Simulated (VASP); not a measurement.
The system is Sb.

```
Sb
1.0
     0.00000    2.32805    2.30500
     2.32805    0.00000    2.30500
     2.32805    2.32805    0.00000
Sb
1
Direct
  0.00000 0.00000 0.00000
```

Base run:

- Program: VASP 6.6.1
- Functional: LDA
- Potentials or basis: VASP PAW LDA potentials, release 64 (Sb)
- Cutoff: 520 eV
- k mesh: 12 × 12 × 12
- Occupations: fermi-dirac, width 0.05 eV
- Spin: no spin polarisation

Its results: pressure 2.4 GPa.

Problem. The run is repeated on the same cell with these changes: functional from LDA to PBE; potentials or basis from VASP PAW LDA potentials, release 64 (Sb) to VASP PAW PBE potentials, release 64 (Sb). What comes out?

Solution. Pressure 6.8 GPa.
